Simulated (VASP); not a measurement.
## Cr: single point with LDA

The system is Cr.

```
CELL_PARAMETERS angstrom
-1.39425 1.39425 1.39425
1.39425 -1.39425 1.39425
1.39425 1.39425 -1.39425
ATOMIC_POSITIONS crystal
Cr 0.00000 0.00000 0.00000
```

```
Program                : VASP 6.6.1
Task                   : single point
Functional             : LDA
Potentials or basis    : VASP PAW LDA potentials, release 64 (Cr_pv)
Cutoff                 : 500 eV
k mesh                 : 4 × 4 × 4
Occupations            : fermi-dirac, width 0.1 eV
Spin                   : no spin polarisation
Dipole correction      : no
Further INCAR settings : ALGO = Normal; EDIFF = 1e-06; NBANDS = 12
```

```json
{
  "Pressure": "-1.1 GPa",
  "Band gap on the k mesh": "zero (band 6 reaches 14.55 eV, above the bottom of band 7 at 10.82 eV)"
}
```

Levels at points of the mesh, in eV from the Fermi level:
```
           k point  band 3  band 4  band 5  band 6  band 7  band 8  band 9  band 10
(0.00, 0.00, 0.00)  -42.21   -8.10   -1.00   -1.00   -1.00    1.17    1.17     5.48
(0.50, 0.00, 0.00)  -42.22   -4.81   -2.71    1.22    1.30    1.56    3.17     5.47
(0.50, 0.50, 0.50)  -42.99   -4.81   -4.81    2.73    2.73    2.73    5.47    11.13
```

Wall time 3.3 s on 1 thread of Intel Xeon 8259CL (shared host), peak memory 0.11 GiB.

Caveat: the k points lie up to 0.80 Å⁻¹ apart; the run has no spin polarisation, though such a crystal can be magnetic. Spin polarisation is off, so any magnetic state and its effect on volume and gap are missing.
